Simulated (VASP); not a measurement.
Wanted: the native input for a VASP 6.6.1 run.

| Item | Value |
| --- | --- |
| Task | single point |
| Functional | PBE |
| Potentials or basis | VASP PAW PBE potentials, release 64 (Si, Ni, Mo_sv) |
| Cutoff | 520 eV |
| k mesh | 8 × 8 × 8 |
| Occupations | gaussian, width 0.1 eV |
| Spin | no spin polarisation |
| Dipole correction | no |
| Further INCAR settings | ALGO = Normal; EDIFF = 1e-06; NBANDS = 26 |

The structure of Si3NiMo lies in POSCAR:

```
Si3NiMo
1.0
    4.6690427392      0.0000000000      0.0000000000
    0.0000000000      4.6690427392      0.0000000000
    0.0000000000      0.0000000000      4.6690427392
Si Ni Mo
3 1 1
Direct
    0.5000000000      0.0000000000      0.0000000000
    0.0000000000      0.5000000000      0.0000000000
    0.0000000000      0.0000000000      0.5000000000
    0.5000000000      0.5000000000      0.5000000000
    0.0000000000      0.0000000000      0.0000000000
```

The input as run:

INCAR

```
SYSTEM = Si3NiMo
PREC = Accurate ; ENCUT = 520
EDIFF = 1E-6 ; ISMEAR = 0
SIGMA = 0.1 ; LREAL = .False.
LASPH = .True. ; NELM = 60
ALGO = Normal ; ISIF = 2
LWAVE = .False. ; LCHARG = .False.
GGA = PE ; NBANDS = 26
```

KPOINTS

```
regular mesh
0
Gamma
  8 8 8
  0 0 0
```

Potentials or basis: VASP PAW PBE potentials, release 64 (Si, Ni, Mo_sv).

Command:

```bash
$ cat potpaw_PBE.64/Si/POTCAR potpaw_PBE.64/Ni/POTCAR potpaw_PBE.64/Mo_sv/POTCAR > POTCAR
$ mpirun -np 1 vasp_std > vasp.out
```

Results of the run:

```
Pressure               : 0.1 GPa
Band gap on the k mesh : zero (band 18 reaches 5.99 eV, above the bottom of band 19 at 5.61 eV)
```

Wall time 62 s on 1 thread of Intel(R) Xeon(R) 6975P-C (Granite Rapids), on a shared host, peak memory 0.25 GiB.
